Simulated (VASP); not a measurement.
# AlN (Pna2_1) in VASP: single point with PBE

Aim: the single point of AlN with PBE.

All numbers are computed with VASP 6.6.1; they aren't measurements. Logs are shortened: lines on timing, memory, paths and dates and some standing lists are left out, and cuts for length are marked.

**1. The cell of the first run**

Symmetry: Pna2_1, No. 33, orthorhombic system. The conventional cell has a = 5.422 Å, b = 3.130 Å, c = 5.018 Å, α = 90.00°, β = 90.00°, γ = 90.00°. Within 2.5 Å of Al (site symmetry 1) lie 4 N at 1.90 to 1.91 Å. N (site symmetry 1) has 4 Al at 1.90 to 1.91 Å within 2.5 Å.

**2. Single point, PBE (mode 4 (223.6 1/cm) frozen in, largest displacement +0.037 Å)**

The input, INCAR:

```
SYSTEM = AlN
PREC = Accurate
ENCUT = 520
EDIFF = 1E-6
ISMEAR = 0
SIGMA = 0.05
LREAL = .False.
LASPH = .True.
NELM = 100
ALGO = Normal
ISIF = 2
LWAVE = .False.
LCHARG = .False.
GGA = PE
NBANDS = 26
```

The input, KPOINTS:

```
Automatic mesh
0
Gamma
  8 6 4
  0 0 0
```

The input, POSCAR:

```
AlN
1.0
   -3.1302395625      0.0000000000      0.0000000000
    0.0000000000      0.0000000000     -5.0179796543
    0.0000000000     -5.4217339621      0.0000000000
Al N
4 4
Direct
    0.5119799138      0.9982712825      0.1666666667
   -0.0119799138      0.9982712825      0.6666666667
    0.0119799138      0.4982712825      0.3333333333
    0.4880200862      0.4982712825      0.8333333333
    0.5108196006      0.6167287175      0.1666666667
   -0.0108196006      0.6167287175      0.6666666667
    0.0108196006      0.1167287175      0.3333333333
    0.4891803994      0.1167287175      0.8333333333
```

Potentials or basis: VASP PAW PBE potentials, release 64 (Al, N).

Command:

```console
cat potpaw_PBE.64/Al/POTCAR potpaw_PBE.64/N/POTCAR > POTCAR
mpirun -np 1 vasp_std > vasp.out
```

OUTCAR:

```text
SYSTEM = AlN
   PREC = Accurate
   ENCUT = 520
   EDIFF = 1E-6
   ISMEAR = 0
   LREAL = .False.
   LASPH = .True.
   NELM = 100
   ISIF = 2
   GGA = PE

 ion  position               nearest neighbor table
   1  0.512  0.998  0.167-   7 1.90   8 1.90   7 1.91   5 1.91   3 3.09   3 3.09   3 3.09   3 3.09
                             4 3.09   4 3.09   2 3.09   2 3.09   2 3.17   2 3.17
   2  0.988  0.998  0.667-   8 1.90   7 1.90   8 1.91   6 1.91   4 3.09   4 3.09   4 3.09   4 3.09
                             3 3.09   3 3.09   1 3.09   1 3.09   1 3.17   1 3.17
   3  0.012  0.498  0.333-   5 1.90   6 1.90   5 1.91   7 1.91   1 3.09   1 3.09   1 3.09   1 3.09
                             2 3.09   2 3.09   4 3.09   4 3.09   4 3.17   4 3.17
   4  0.488  0.498  0.833-   6 1.90   5 1.90   6 1.91   8 1.91   2 3.09   2 3.09   2 3.09   2 3.09
                             1 3.09   1 3.09   3 3.09   3 3.09   3 3.17   3 3.17
   5  0.511  0.617  0.167-   3 1.90   4 1.90   3 1.91   1 1.91
   6  0.989  0.617  0.667-   4 1.90   3 1.90   4 1.91   2 1.91
   7  0.011  0.117  0.333-   1 1.90   2 1.90   1 1.91   3 1.91
   8  0.489  0.117  0.833-   2 1.90   1 1.90   2 1.91   4 1.91

  LATTYP: Found a simple orthorhombic cell.
 ALAT       =     3.1302395625
 B/A-ratio  =     1.6030656933
 C/A-ratio  =     1.7320508076

  Lattice vectors:

 A1 = (  -3.1302395625,   0.0000000000,   0.0000000000)
 A2 = (   0.0000000000,   0.0000000000,  -5.0179796543)
 A3 = (   0.0000000000,  -5.4217339621,   0.0000000000)

Analysis of symmetry for initial positions (statically):
=====================================================================
 Subroutine PRICEL returns:
 Original cell was already a primitive cell.

 Routine SETGRP: Setting up the symmetry group for a
 simple orthorhombic supercell.

 Subroutine GETGRP returns: Found  4 space group operations
 (whereof  1 operations were pure point group operations)
 out of a pool of  8 trial point group operations.

The static configuration has the point symmetry C_1 .
 The point group associated with its full space group is C_2v.

Analysis of symmetry for dynamics (positions and initial velocities):
=====================================================================
 Subroutine PRICEL returns:
 Original cell was already a primitive cell.

 Routine SETGRP: Setting up the symmetry group for a
 simple orthorhombic supercell.

 Subroutine GETGRP returns: Found  4 space group operations
 (whereof  1 operations were pure point group operations)
 out of a pool of  8 trial point group operations.

The dynamic configuration has the point symmetry C_1 .
 The point group associated with its full space group is C_2v.

 Subroutine INISYM returns: Found  4 space group operations
 (whereof  1 operations are pure point group operations),
 and found     1 'primitive' translations

----------------------------------------------------------------------------------------

                                     Primitive cell

  volume of cell :      85.1618

  direct lattice vectors                    reciprocal lattice vectors
    -3.130239562  0.000000000  0.000000000    -0.319464367  0.000000000  0.000000000
     0.000000000  0.000000000 -5.017979654     0.000000000  0.000000000 -0.199283391
     0.000000000 -5.421733962  0.000000000     0.000000000 -0.184442838  0.000000000

  length of vectors
     3.130239562  5.017979654  5.421733962     0.319464367  0.199283391  0.184442838

  position of ions in fractional coordinates (direct lattice)
     0.511979914  0.998271282  0.166666667
     0.988020086  0.998271282  0.666666667
     0.011979914  0.498271282  0.333333333
     0.488020086  0.498271282  0.833333333
     0.510819601  0.616728718  0.166666667
     0.989180399  0.616728718  0.666666667
     0.010819601  0.116728718  0.333333333
     0.489180399  0.116728718  0.833333333

  ion indices of the primitive-cell ions
   primitive index   ion index
                 1           1
                 2           2
                 3           3
                 4           4
                 5           5
                 6           6
                 7           7
                 8           8

----------------------------------------------------------------------------------------

 KPOINTS: Automatic mesh

Automatic generation of k-mesh.
 Grid dimensions read from file:
 generate k-points for:    8    6    4

 Generating k-lattice:

  Cartesian coordinates                     Fractional coordinates (reciprocal lattice)
    -0.039933046  0.000000000  0.000000000     0.125000000  0.000000000  0.000000000
     0.000000000  0.000000000 -0.033213898     0.000000000  0.166666667  0.000000000
     0.000000000 -0.046110710  0.000000000     0.000000000  0.000000000  0.250000000

  Length of vectors
     0.039933046  0.033213898  0.046110710

  Shift w.r.t. Gamma in fractional coordinates (k-lattice)
     0.000000000  0.000000000  0.000000000

 Subroutine IBZKPT returns following result:
 ===========================================

 Found     60 irreducible k-points:

 Following reciprocal coordinates:
            Coordinates               Weight
  0.000000  0.000000  0.000000      1.000000
  0.125000  0.000000  0.000000      2.000000
  0.250000  0.000000  0.000000      2.000000
  0.375000  0.000000  0.000000      2.000000
  0.500000  0.000000  0.000000      1.000000
  0.000000  0.166667  0.000000      2.000000
[... 16 lines left out ...]
  0.250000  0.000000  0.250000      4.000000
  0.375000  0.000000  0.250000      4.000000
 [... further k-points ...]
   k-points           NKPTS =     60   k-points in BZ     NKDIM =     60   number of bands    NBANDS=     26
   number of dos      NEDOS =    301   number of ions     NIONS =      8
   total plane-waves  NPLWV =  38400
   dimension x,y,z NGX =    24 NGY =   40 NGZ =   40
   dimension x,y,z NGXF=    48 NGYF=   80 NGZF=   80
   ions per type =               4   4
   NGX,Y,Z   is equivalent  to a cutoff of  12.75, 13.25, 12.27 a.u.
   NGXF,Y,Z  is equivalent  to a cutoff of  25.49, 26.50, 24.53 a.u.
 SYSTEM =  AlN
   PREC   = accura    normal or accurate (medium, high low for compatibility)
   ISTART =      0    job   : 0-new  1-cont  2-samecut
   ICHARG =      2    charge: 1-file 2-atom 10-const
   ISPIN  =      1    spin polarized calculation?
   LNONCOLLINEAR =      F non collinear calculations
   LSORBIT =      F    spin-orbit coupling
   LASPH  =      T    aspherical Exc in radial PAW
   ENCUT  =  520.0 eV  38.22 Ry    6.18 a.u.   5.82  9.33 10.08*2*pi/ulx,y,z
   NELM   =    100;   NELMIN=  2; NELMDL= -5     # of ELM steps
   EDIFF  = 0.1E-05   stopping-criterion for ELM
   LREAL  =      F    real-space projection
   EDIFFG = 0.1E-04   stopping-criterion for IOM
   NSW    =      0    number of steps for IOM
   IBRION =     -1    ionic relax: 0-MD 1-quasi-New 2-CG
   NFREE  =      0    steps in history (QN), initial steepest desc. (CG)
   ISIF   =      2    stress and relaxation
   ISYM   =      2    0-nonsym 1-usesym 2-fastsym
   POTIM  = 0.5000    time-step for ionic-motion
   TEBEG  =    0.0;   TEEND  =   0.0 temperature during run
   PSTRESS=    0.0 pullay stress
   NELECT =      32.0000    total number of electrons
   NUPDOWN=      -1.0000    fix difference up-down
   EMIN   =  10.00;   EMAX   =-10.00  energy-range for DOS
   EFERMI =   0.00;   METHOD = LEGACY
   ISMEAR =     0;   SIGMA  =   0.05  broadening in eV -4-tet -1-fermi 0-gaus
   EFERMI_NEDOS =   21; number of points for ismear=-14 and -15
   IALGO  =     38    algorithm
   IMIX   =      4    mixing-type and parameters
     AMIX     =   0.40;   BMIX     =  1.00
     AMIX_MAG =   1.60;   BMIX_MAG =  1.00
  volume/ion in A,a.u.               =      10.65        71.84
  Fermi-wavevector in a.u.,A,eV,Ry     =   1.181345  2.232418 18.987951  1.395575
  Thomas-Fermi vector in A             =   2.317620
   LORBIT       =      0    0 simple, 1 ext, 2 COOP (PROOUT), +10 PAW based schemes
   GGA     = PE    functional components
   LHFCALC =     F    Hartree Fock is set to
   AEXX    =    0.0000 exact exchange contribution
   IVDW    =     0    specifies the selected vdW correction
   LEPSILON=     F    determine dielectric tensor
   LRPA    =     F    only Hartree local field effects (RPA)
 non-spin polarized calculation
 Gauss-broadening in eV      SIGMA  =   0.05
  energy-cutoff  :      520.00
  volume of cell :       85.16
 maximum number of plane-waves:      2320
 NGX is ok and might be reduce to    24
   NGX = 11   NGY = 19   NGZ = 21

 number of electron      32.0000001 magnetization

 Free energy of the ion-electron system (eV)
  ---------------------------------------------------
  ext. energy  EPLUGINS =         0.00000000
  ---------------------------------------------------
  free energy    TOTEN  =       -59.54094549 eV

  energy without entropy =      -59.54094549  energy(sigma->0) =      -59.54094549

 E-fermi :   6.2109     XC(G=0): -10.8278

 val. band max:        5.9657394596   @ k =   0.0000   0.0000   0.0000
 cond. band min:      10.0009676609   @ k =   0.0000   0.0000   0.0000
 fundamental gap:      4.0352282013
 Fermi energy:         6.2109404147

 k-point     1 :       0.0000    0.0000    0.0000
  band No.  band energies     occupation
      1      -9.1018      2.00000
      2      -7.1877      2.00000
      3      -7.0190      2.00000
      4      -6.5115      2.00000
      5       0.0597      2.00000
      6       0.5898      2.00000
[... 18 lines left out ...]
     25      16.9385      0.00000
     26      16.9760      0.00000

 k-point     2 :       0.1250    0.0000    0.0000
  band No.  band energies     occupation
      1      -8.9563      2.00000
      2      -7.0967      2.00000
      3      -6.9377      2.00000
      4      -6.5048      2.00000
      5       0.2344      2.00000
      6       0.7389      2.00000
[... 18 lines left out ...]
     25      16.5907      0.00000
[... 608 lines left out ...]
     25      16.6029      0.00000
     26      17.5087      0.00000

 k-point    24 :       0.3750    0.0000    0.2500
  band No.  band energies     occupation
      1      -7.8000      2.00000
      2      -7.0288      2.00000
      3      -6.5099      2.00000
      4      -6.4785      2.00000
      5       0.9421      2.00000
      6       1.4454      2.00000
[... 18 lines left out ...]
     25      16.5928      0.00000
     26      16.9098      0.00000

 [... further k-points ...]

------------------------ aborting loop because EDIFF is reached ----------------------------------------

  FORCE on cell =-STRESS in cart. coord.  units (eV):
  Direction    XX          YY          ZZ          XY          YZ          ZX
  --------------------------------------------------------------------------------------
  -------------------------------------------------------------------------------------
  Total       -0.2125284     -0.1406301     -0.1441593      0.0000000      0.0000000      0.0000000
  in kB       -3.9983685     -2.6457225     -2.7121183      0.0000000      0.0000000      0.0000000
  external PRESSURE =      -3.1187365 kB  Pullay stress =       0.0000000 kB

 VOLUME and BASIS-vectors are now :
 -----------------------------------------------------------------------------
  energy-cutoff  :      520.00
  volume of cell :       85.16
      direct lattice vectors                 reciprocal lattice vectors
    -3.130239562  0.000000000  0.000000000    -0.319464367  0.000000000  0.000000000
     0.000000000  0.000000000 -5.017979654     0.000000000  0.000000000 -0.199283391
     0.000000000 -5.421733962  0.000000000     0.000000000 -0.184442838  0.000000000

 POSITION                                       TOTAL-FORCE (eV/Angst)
 -----------------------------------------------------------------------------------
     -1.60262     -0.90362     -5.00930         0.186722      0.010713     -0.001457
     -3.09274     -3.61449     -5.00930        -0.186722      0.010713     -0.001457
     -0.03750     -1.80724     -2.50032         0.186722     -0.010713     -0.001457
     -1.52762     -4.51811     -2.50032        -0.186722     -0.010713     -0.001457
     -1.59899     -0.90362     -3.09473         0.088419      0.011883      0.001457
     -3.09637     -3.61449     -3.09473        -0.088419      0.011883      0.001457
     -0.03387     -1.80724     -0.58574         0.088419     -0.011883      0.001457
     -1.53125     -4.51811     -0.58574        -0.088419     -0.011883      0.001457
 -----------------------------------------------------------------------------------
    total drift:                               -0.000000      0.000001      0.001504

  FREE ENERGIE OF THE ION-ELECTRON SYSTEM (eV)
  ---------------------------------------------------
  free  energy   TOTEN  =       -59.5409454944 eV

  energy  without entropy=      -59.5409454944  energy(sigma->0) =      -59.54094549
```

It took 37 s on 1 thread of Intel Xeon 6975P-C (Granite Rapids), shared host; peak memory 0.23 GiB.

Results:

```yaml
Free_energy: -59.5409 eV
Pressure: -0.3 GPa
Largest_force: 0.187 eV/Å
Band_gap_on_the_k_mesh: 4.04 eV
```

Forces on the atoms (eV/Å):
```
Al   0.187  0.011 -0.001
Al  -0.187  0.011 -0.001
Al   0.187 -0.011 -0.001
Al  -0.187 -0.011 -0.001
N    0.088  0.012  0.001
N   -0.088  0.012  0.001
N    0.088 -0.012  0.001
N   -0.088 -0.012  0.001
```

Stress tensor (GPa, compression positive):
```
-0.40  0.00  0.00
 0.00 -0.26  0.00
 0.00  0.00 -0.27
```

Caveat: the cell differs from its parent crystal (mode 4 (223.6 1/cm) frozen in, largest displacement +0.037 Å).
